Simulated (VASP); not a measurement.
Here is a VASP 6.6.1 calculation.

The input INCAR:

```
PREC = Accurate
ENCUT = 520
EDIFF = 1E-7
ISMEAR = 0
SIGMA = 0.1
LREAL = False
LASPH = True
NELM = 80
ALGO = Fast
ISIF = 2
LWAVE = False
LCHARG = False
GGA = PE
NBANDS = 22
```

Contents of KPOINTS:

```
Automatic mesh
0
Gamma
  12 12 6
```

Contents of POSCAR:

```
Ba
1.0
    5.7766123403      0.0000000000      0.0000000000
   -2.8883061701      5.0026930345      0.0000000000
    0.0000000000      0.0000000000      7.6803911569
Ba
3
Direct
    0.0000000000      0.0000000000      0.0000000000
    0.0000000000      0.0000000000      0.5000000000
    0.6666666667      0.3333333333      0.5000000000
```

Potentials or basis: VASP PAW PBE potentials, release 64 (Ba_sv).

The run is started by

```sh
$ cat potpaw_PBE.64/Ba_sv/POTCAR > POTCAR
$ mpirun -np 1 vasp_std > vasp.out
```

(1) Predict the pressure.

(2) What does it give for the band gap on the k mesh?

## Answers

(1) 0.2 GPa.

(2) zero (bands 15 and 16 overlap by 0.81 eV).

Caveat: spin-orbit coupling is left out, which moves the levels of the heavy elements.
